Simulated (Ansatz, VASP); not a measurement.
**One calculation of Hf3ZrSe8, two programs**

File INCAR:

```
SYSTEM = Hf3ZrSe8
  PREC = Accurate
  ENCUT = 520
  EDIFF = 1E-6
  ISMEAR = 0
  SIGMA = 0.1
  LREAL = .False.
  LASPH = .True.
  NELM = 100
  ALGO = Normal
  ISIF = 2
  LWAVE = .False.
  LCHARG = .False.
  GGA = PE
  NBANDS = 57
```

File KPOINTS:

```
regular mesh
0
Gamma
  6 6 1
  0 0 0
```

The input POSCAR:

```
Hf3ZrSe8
1.0
    3.7792978000      0.0000000000      0.0000000000
   -1.8896489000      3.2729679000      0.0000000000
    0.0000000000      0.0000000000     28.0164578000
Zr Hf Se
1 3 8
Direct
    0.0000000000      0.0000000000      0.5000000000
    0.0000000000      0.0000000000      0.0000000000
    0.0000000000      0.0000000000      0.2507570000
    0.0000000000      0.0000000000      0.7492430000
    0.3333333000      0.6666667000      0.0561490000
    0.3333333000      0.6666667000      0.3069080000
    0.3333333000      0.6666667000      0.5568250000
    0.3333333000      0.6666667000      0.8053940000
    0.6666667000      0.3333333000      0.1946060000
    0.6666667000      0.3333333000      0.4431750000
    0.6666667000      0.3333333000      0.6930920000
    0.6666667000      0.3333333000      0.9438510000
```

Input for Ansatz:

```yaml
crystal:
  lattice:
    - [3.7792978, 0.0, 0.0]
    - [-1.8896489, 3.2729679, 0.0]
    - [0.0, 0.0, 28.0164578]
  atoms:
    - { symbol: Zr, position: [0.0, 0.0, 0.5] }
    - { symbol: Hf, position: [0.0, 0.0, 0.0] }
    - { symbol: Hf, position: [0.0, 0.0, 0.250757] }
    - { symbol: Hf, position: [0.0, 0.0, 0.749243] }
    - { symbol: Se, position: [0.3333333, 0.6666667, 0.056149] }
    - { symbol: Se, position: [0.3333333, 0.6666667, 0.306908] }
    - { symbol: Se, position: [0.3333333, 0.6666667, 0.556825] }
    - { symbol: Se, position: [0.3333333, 0.6666667, 0.805394] }
    - { symbol: Se, position: [0.6666667, 0.3333333, 0.194606] }
    - { symbol: Se, position: [0.6666667, 0.3333333, 0.443175] }
    - { symbol: Se, position: [0.6666667, 0.3333333, 0.693092] }
    - { symbol: Se, position: [0.6666667, 0.3333333, 0.943851] }
basis:
  ecutwfc: 420
kpoints:
  mp_grid: { grid: [6, 6, 1] }
hamiltonian:
  xc: pbe
scf:
  occupations: { method: gaussian, width: 0.1 }
  lower_state_search: "off"
output:
  forces: true
  stress: true
  eigenvalues: true
```

Alike in both runs: task single point; functional PBE; k mesh 6 × 6 × 1; occupations gaussian, width 0.1 eV; no spin polarisation.

|  | VASP | Ansatz |
| --- | --- | --- |
| version | VASP 6.6.1 | Ansatz 0.2.0 |
| potentials or method | VASP PAW PBE potentials, release 64 (Zr_sv, Hf_pv, Se), cutoff 520 eV | scalar-relativistic, plane waves, PAW |
| valence electrons in the cell | 90 | 218 |

Ansatz gave:

| Item | Value |
| --- | --- |
| gap on the k mesh at the Fermi level (eV) | 0.41 |
| least direct gap on the mesh (eV) | 1.10 |
| pressure (GPa) | 0.1 |
| traceless stress, the component that is largest in VASP (GPa) | -0.18 |
| rms of the force components (eV/Å) | 0.007 |

What did VASP give for the same quantities?

gap on the k mesh at the Fermi level (eV): 0.41; least direct gap on the mesh (eV): 1.10; pressure (GPa): -0.1; traceless stress, the component that is largest in VASP (GPa): -0.17; rms of the force components (eV/Å): 0.024.

Atom by atom the forces differ by 0.019 eV/Å (rms over components). VASP's potentials hold 90 valence electrons a cell and Ansatz's 218, so a difference there can come from the potentials and not from the codes.

Neither program's run includes spin-orbit coupling.
